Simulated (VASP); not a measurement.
# Rh (Fm-3m) in VASP: further runs, part 2 of 2

VASP 6.6.1. The steps go on from the part before.

**4. Single point, PBE**

This run uses another cell than the first one: it holds 36 atoms, not 1.

INCAR

```
SYSTEM = Rh
PREC = Accurate
ENCUT = 500
EDIFF = 1E-6
ISMEAR = 1
SIGMA = 0.1
LREAL = Auto
LASPH = .True.
NELM = 120
ALGO = Normal
ISIF = 2
LWAVE = .False.
LCHARG = .False.
GGA = PE
NBANDS = 294
GGA_COMPAT = .False.
```

KPOINTS

```
regular mesh
0
Gamma
  1 1 1
  0 0 0
```

POSCAR

```
Rh
1.0
    0.0000000000      5.7444523273      5.7444523273
    5.7444523273      0.0000000000      5.7444523273
    7.6592697698      7.6592697698      0.0000000000
Rh
36
Direct
    0.0000000000      0.0000000000      0.0000000000
    0.0000000000      0.0000000000      0.2500000000
    0.0000000000      0.0000000000      0.5000000000
    0.0000000000      0.0000000000      0.7500000000
    0.0000000000      0.3333333333      0.0000000000
    0.0000000000      0.3333333333      0.2500000000
    0.0000000000      0.3333333333      0.5000000000
    0.0000000000      0.3333333333      0.7500000000
    0.0000000000      0.6666666667      0.0000000000
    0.0000000000      0.6666666667      0.2500000000
    0.0000000000      0.6666666667      0.5000000000
    0.0000000000      0.6666666667      0.7500000000
    0.3333333333      0.0000000000      0.0000000000
    0.3333333333      0.0000000000      0.2500000000
    0.3333333333      0.0000000000      0.5000000000
    0.3333333333      0.0000000000      0.7500000000
    0.3333333333      0.3333333333      0.0000000000
    0.3333333333      0.3333333333      0.2500000000
    0.3333333333      0.3333333333      0.5000000000
    0.3333333333      0.3333333333      0.7500000000
    0.3333333333      0.6666666667      0.0000000000
    0.3333333333      0.6666666667      0.2500000000
    0.3333333333      0.6666666667      0.5000000000
    0.3333333333      0.6666666667      0.7500000000
    0.6666666667      0.0000000000      0.0000000000
    0.6666666667      0.0000000000      0.2500000000
    0.6666666667      0.0000000000      0.5000000000
    0.6666666667      0.0000000000      0.7500000000
    0.6666666667      0.3333333333      0.0000000000
    0.6666666667      0.3333333333      0.2500000000
    0.6666666667      0.3333333333      0.5000000000
    0.6666666667      0.3333333333      0.7500000000
    0.6666666667      0.6666666667      0.0000000000
    0.6666666667      0.6666666667      0.2500000000
    0.6666666667      0.6666666667      0.5000000000
    0.6666666667      0.6666666667      0.7500000000
```

Potentials or basis: VASP PAW PBE potentials, release 64 (Rh_pv).

On the command line:

```
cat potpaw_PBE.64/Rh_pv/POTCAR > POTCAR
mpirun -np 1 vasp_gam > vasp.out
```

OUTCAR:

```text
SYSTEM = Rh
   PREC = Accurate
   ENCUT = 500
   EDIFF = 1E-6
   ISMEAR = 1
   LREAL = Auto
   LASPH = .True.
   NELM = 120
   ISIF = 2
   GGA = PE

 ion  position               nearest neighbor table
   1  0.000  0.000  0.000-   5 2.71   9 2.71  13 2.71  21 2.71  25 2.71  29 2.71  10 2.71   8 2.71
                            26 2.71  16 2.71   2 2.71   4 2.71
   2  0.000  0.000  0.250-   6 2.71  10 2.71  14 2.71  22 2.71  26 2.71  30 2.71  11 2.71  13 2.71
                            27 2.71   5 2.71   1 2.71   3 2.71
   3  0.000  0.000  0.500-   7 2.71  11 2.71  15 2.71  23 2.71  27 2.71  31 2.71  12 2.71  14 2.71
                            28 2.71   6 2.71   2 2.71   4 2.71
   4  0.000  0.000  0.750-   8 2.71  12 2.71  16 2.71  24 2.71  28 2.71  32 2.71   7 2.71  25 2.71
                            15 2.71   9 2.71   1 2.71   3 2.71
   5  0.000  0.333  0.000-   1 2.71  13 2.71  17 2.71  29 2.71  20 2.71   2 2.71  30 2.71   8 2.71
                             6 2.71  33 2.71  12 2.71   9 2.71
   6  0.000  0.333  0.250-   2 2.71  14 2.71  18 2.71  30 2.71   3 2.71  17 2.71  31 2.71   7 2.71
                             5 2.71  34 2.71   9 2.71  10 2.71
   7  0.000  0.333  0.500-   3 2.71  15 2.71  19 2.71  31 2.71   4 2.71  18 2.71  32 2.71   8 2.71
                             6 2.71  35 2.71  10 2.71  11 2.71
   8  0.000  0.333  0.750-   4 2.71  16 2.71  20 2.71  32 2.71   1 2.71  29 2.71  19 2.71   7 2.71
                             5 2.71  36 2.71  11 2.71  12 2.71
   9  0.000  0.667  0.000-   1 2.71  21 2.71  25 2.71  33 2.71   4 2.71  24 2.71  34 2.71  12 2.71
[... 41 lines left out ...]
  30  0.667  0.333  0.250-   2 2.71   6 2.71  26 2.71   5 2.71  27 2.71  29 2.71  31 2.71  19 2.71
                            33 2.71  22 2.71  18 2.71  34 2.71
  31  0.667  0.333  0.500-   3 2.71   7 2.71  27 2.71   6 2.71  28 2.71  30 2.71  32 2.71  20 2.71
                            34 2.71  23 2.71  19 2.71  35 2.71
  32  0.667  0.333  0.750-   4 2.71   8 2.71  28 2.71  25 2.71   7 2.71  29 2.71  31 2.71  17 2.71
                            35 2.71  24 2.71  20 2.71  36 2.71
  33  0.667  0.667  0.000-   9 2.71  25 2.71  12 2.71  28 2.71  34 2.71  36 2.71   5 2.71  13 2.71
                            22 2.71  30 2.71  29 2.71  21 2.71
  34  0.667  0.667  0.250-  10 2.71  26 2.71  25 2.71   9 2.71  33 2.71  35 2.71   6 2.71  14 2.71
                            23 2.71  31 2.71  30 2.71  22 2.71
  35  0.667  0.667  0.500-  11 2.71  27 2.71  26 2.71  10 2.71  34 2.71  36 2.71   7 2.71  15 2.71
                            24 2.71  32 2.71  31 2.71  23 2.71
  36  0.667  0.667  0.750-  12 2.71  28 2.71  27 2.71  11 2.71  33 2.71  35 2.71   8 2.71  16 2.71
                            21 2.71  29 2.71  24 2.71  32 2.71

  LATTYP: Found a base centered monoclinic cell.
 ALAT       =    14.0709770536
 B/A-ratio  =     0.5773502692
 C/A-ratio  =     0.7698003589
 COS(beta)  =    -0.5773502692

  Lattice vectors:

 A1 = (   0.0000000000,  -5.7444523273,  -5.7444523273)
 A2 = (  -5.7444523273,   0.0000000000,  -5.7444523273)
 A3 = (   7.6592697698,   7.6592697698,   0.0000000000)

Analysis of symmetry for initial positions (statically):
=====================================================================
 Subroutine PRICEL returns following result:

  LATTYP: Found a face centered cubic cell.
 ALAT       =     3.8296348845

  Lattice vectors:

 A1 = (   0.0000000000,   1.9148174422,   1.9148174422)
 A2 = (   1.9148174422,   0.0000000000,   1.9148174422)
 A3 = (   1.9148174425,   1.9148174425,   0.0000000000)

  36 primitive cells build up your supercell.

 Routine SETGRP: Setting up the symmetry group for a
 base centered monoclinic supercell.

 Subroutine GETGRP returns: Found  4 space group operations
 (whereof  4 operations were pure point group operations)
 out of a pool of  4 trial point group operations.

The static configuration has the point symmetry C_2h.

Analysis of symmetry for dynamics (positions and initial velocities):
[... 84 lines left out ...]
   NGXF,Y,Z  is equivalent  to a cutoff of  24.56, 24.56, 24.56 a.u.
 SYSTEM =  Rh
   PREC   = accura    normal or accurate (medium, high low for compatibility)
   ISTART =      0    job   : 0-new  1-cont  2-samecut
   ICHARG =      2    charge: 1-file 2-atom 10-const
   ISPIN  =      1    spin polarized calculation?
   LNONCOLLINEAR =      F non collinear calculations
   LSORBIT =      F    spin-orbit coupling
   LASPH  =      T    aspherical Exc in radial PAW
   ENCUT  =  500.0 eV  36.75 Ry    6.06 a.u.  14.81 14.81 19.75*2*pi/ulx,y,z
   NELM   =    120;   NELMIN=  2; NELMDL= -5     # of ELM steps
   EDIFF  = 0.1E-05   stopping-criterion for ELM
   LREAL  =      T    real-space projection
   EDIFFG = 0.1E-04   stopping-criterion for IOM
   NSW    =      0    number of steps for IOM
   IBRION =     -1    ionic relax: 0-MD 1-quasi-New 2-CG
   NFREE  =      0    steps in history (QN), initial steepest desc. (CG)
   ISIF   =      2    stress and relaxation
   ISYM   =      2    0-nonsym 1-usesym 2-fastsym
   POTIM  = 0.5000    time-step for ionic-motion
   TEBEG  =    0.0;   TEEND  =   0.0 temperature during run
   PSTRESS=    0.0 pullay stress
   NELECT =     540.0000    total number of electrons
   NUPDOWN=      -1.0000    fix difference up-down
   EMIN   =  10.00;   EMAX   =-10.00  energy-range for DOS
   EFERMI =   0.00;   METHOD = LEGACY
   ISMEAR =     1;   SIGMA  =   0.10  broadening in eV -4-tet -1-fermi 0-gaus
   EFERMI_NEDOS =   21; number of points for ismear=-14 and -15
   IALGO  =     38    algorithm
   IMIX   =      4    mixing-type and parameters
     AMIX     =   0.40;   BMIX     =  1.00
     AMIX_MAG =   1.60;   BMIX_MAG =  1.00
  volume/ion in A,a.u.               =      14.04        94.76
  Fermi-wavevector in a.u.,A,eV,Ry     =   1.673534  3.162521 38.106056  2.800716
  Thomas-Fermi vector in A             =   2.758488
   LORBIT       =      0    0 simple, 1 ext, 2 COOP (PROOUT), +10 PAW based schemes
   GGA     = PE    functional components
   LHFCALC =     F    Hartree Fock is set to
   AEXX    =    0.0000 exact exchange contribution
   IVDW    =     0    specifies the selected vdW correction
   LEPSILON=     F    determine dielectric tensor
   LRPA    =     F    only Hartree local field effects (RPA)
 non-spin polarized calculation
 Methfessel and Paxton  Order N= 1 SIGMA  =   0.10
  energy-cutoff  :      500.00
  volume of cell :      505.49
 maximum number of plane-waves:      6446
 NGX is ok and might be reduce to    60

 number of electron     540.0000117 magnetization

 Free energy of the ion-electron system (eV)
  ---------------------------------------------------
  ext. energy  EPLUGINS =         0.00000000
  ---------------------------------------------------
  free energy    TOTEN  =      -239.05710744 eV

  energy without entropy =     -239.02935231  energy(sigma->0) =     -239.04785573

 E-fermi :  11.2230     XC(G=0): -13.9126

 val. band max:       11.2010385417   @ k =   0.0000   0.0000   0.0000
 cond. band min:      11.2697688473   @ k =   0.0000   0.0000   0.0000
 fundamental gap:      0.0687303056
 Fermi energy:        11.2230225312

 k-point     1 :       0.0000    0.0000    0.0000
  band No.  band energies     occupation
      1     -35.6359      2.00000
      2     -35.5100      2.00000
      3     -35.5100      2.00000
      4     -35.5100      2.00000
      5     -35.5100      2.00000
      6     -35.4604      2.00000
[... 274 lines left out ...]
    281      11.4162     -0.01981
    282      11.4203     -0.01743
 [bands above 282 left out]

------------------------ aborting loop because EDIFF is reached ----------------------------------------

  FORCE on cell =-STRESS in cart. coord.  units (eV):
  Direction    XX          YY          ZZ          XY          YZ          ZX
  --------------------------------------------------------------------------------------
  -------------------------------------------------------------------------------------
  Total       19.5653130     19.5653130     59.2337588    -52.8070544     49.8256182     49.8256169
  in kB       62.0130029     62.0130029    187.7436486   -167.3739648    157.9241897    157.9241856
  external PRESSURE =     103.9232181 kB  Pullay stress =       0.0000000 kB

 VOLUME and BASIS-vectors are now :
 -----------------------------------------------------------------------------
  energy-cutoff  :      500.00
  volume of cell :      505.49
      direct lattice vectors                 reciprocal lattice vectors
     0.000000000  5.744452327  5.744452327    -0.087040500  0.087040500  0.087040500
     5.744452327  0.000000000  5.744452327     0.087040500 -0.087040500  0.087040500
     7.659269770  7.659269770  0.000000000     0.065280375  0.065280375 -0.065280375

 POSITION                                       TOTAL-FORCE (eV/Angst)
 -----------------------------------------------------------------------------------
      0.00000      0.00000      0.00000         0.000000      0.000000     -0.000000
      1.91482      1.91482      0.00000         0.000000      0.000000     -0.000000
      3.82963      3.82963      0.00000         0.000000      0.000000     -0.000000
      5.74445      5.74445      0.00000         0.000000      0.000000     -0.000000
      1.91482      0.00000      1.91482         0.000000     -0.000000      0.000000
      3.82963      1.91482      1.91482         0.000000     -0.000000      0.000000
[... 28 lines left out ...]
      7.65927      7.65927      7.65927         0.000000      0.000000     -0.000000
      9.57409      9.57409      7.65927         0.000000      0.000000      0.000000
 -----------------------------------------------------------------------------------
    total drift:                                0.000000     -0.000000      0.000000

  FREE ENERGIE OF THE ION-ELECTRON SYSTEM (eV)
  ---------------------------------------------------
  free  energy   TOTEN  =      -239.0571074375 eV

  energy  without entropy=     -239.0293523117  energy(sigma->0) =     -239.04785573
```

Run time: 7 min. Hardware: 1 thread of AMD EPYC 7R43 (Zen 3), shared host; peak memory 0.51 GiB.

The run converged, but its numbers aren't listed here, since they failed a check.

Caveat: the k points lie up to 0.95 Å⁻¹ apart; the result breaks the symmetry of the cell; the mesh shows a gap though the element is a metal.
